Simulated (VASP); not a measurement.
Set up this calculation in VASP 6.6.1, as the native input.

| Quantity | Value |
| --- | --- |
| Task | single point |
| Functional | PBEsol |
| Potentials or basis | VASP PAW PBE potentials, release 64 (Zn, S) |
| Cutoff | 520 eV |
| k mesh | 8 × 8 × 5 |
| Occupations | fermi-dirac, width 0.05 eV |
| Spin | no spin polarisation |
| Dipole correction | no |
| Further INCAR settings | ALGO = Normal; EDIFF = 1e-06; NBANDS = 26 |

The structure of ZnS (Wurtzite-2H) lies in POSCAR:

```
ZnS
1.0
    3.7816279677      0.0000000000      0.0000000000
   -1.8908139838      3.2749858877      0.0000000000
    0.0000000000      0.0000000000      6.2088947527
Zn S
2 2
Direct
    0.6666666667      0.3333333333      0.5054429347
    0.3333333333      0.6666666667      0.0054429347
    0.6666666667      0.3333333333      0.8795570653
    0.3333333333      0.6666666667      0.3795570653
```

One way to write it, as run:

INCAR

```
SYSTEM = ZnS
PREC     = Accurate       ! precision mode
ENCUT    = 520            ! plane-wave cutoff, eV
EDIFF    = 1E-6           ! SCF threshold, eV
ISMEAR   = -1             ! smearing method
SIGMA    = 0.05           ! smearing width, eV
LREAL    = .FALSE.        ! projectors in reciprocal space
LASPH    = .TRUE.         ! aspherical terms in the spheres
NELM     = 100            ! most SCF steps
ALGO     = Normal         ! electronic algorithm
ISIF     = 2              ! what is computed and relaxed
LWAVE    = .FALSE.        ! write WAVECAR
LCHARG   = .FALSE.        ! write CHGCAR
GGA      = PS             ! functional
NBANDS   = 26             ! bands
```

KPOINTS

```
Automatic mesh
0
G
  8 8 5
  0 0 0
```

Potentials or basis: VASP PAW PBE potentials, release 64 (Zn, S).

The run is started by

```bash
$ cat potpaw_PBE.64/Zn/POTCAR potpaw_PBE.64/S/POTCAR > POTCAR
$ mpirun -np 1 vasp_std > vasp.out
```

It gave:

The pressure is 0.2 GPa. The band gap on the k mesh is 2.16 eV, direct.

Caveat: the PAW data sets were made with another functional, which shifts forces and pressure a little.

It took 42 s on 1 thread of Intel(R) Xeon(R) Platinum 8488C (Sapphire Rapids), on a shared host, peak memory 0.18 GiB.
